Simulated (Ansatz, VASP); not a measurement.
# Two plane-wave programs on KI

```
K I
1.0
     2.48565   -4.30336    0.00000
     2.48565    4.30336    0.00000
     0.00000    0.00000    8.67931
K I
2 2
Direct
  0.50000 0.50000 0.50000
  0.50000 0.50000 0.00000
  0.83322 0.16678 0.25000
  0.16678 0.83322 0.75000
```

Alike in both runs: task relaxation of cell and atoms; functional LDA; k mesh 6 × 6 × 4; occupations gaussian, width 0.02 eV; no spin polarisation.

|  | VASP | Ansatz |
| --- | --- | --- |
| version | VASP 6.6.1 | Ansatz 0.2.0 |
| potentials or method | VASP PAW LDA potentials, release 64 (K_sv, I), cutoff 600 eV | scalar-relativistic, plane waves, PAW |
| valence electrons in the cell | 32 | 52 |

|  | VASP | Ansatz | Ansatz less VASP |
| --- | --- | --- | --- |
| gap on the k mesh at the Fermi level, each at its own relaxed structure (eV) | 3.76 | 3.75 | -0.002 |
| relaxed volume (Å³/atom) | 39.90 | 39.73 | -0.167 |
| relaxed length of the cell vector where the two differ most in proportion (Å) | 4.711 | 4.702 | -0.0091 |

LDA's correlation is that of Perdew and Zunger in VASP and of Perdew and Wang (1992) in Ansatz. VASP's potentials hold 32 valence electrons a cell and Ansatz's 52, so a difference there can come from the potentials and not from the codes.

Spin-orbit coupling is off throughout.
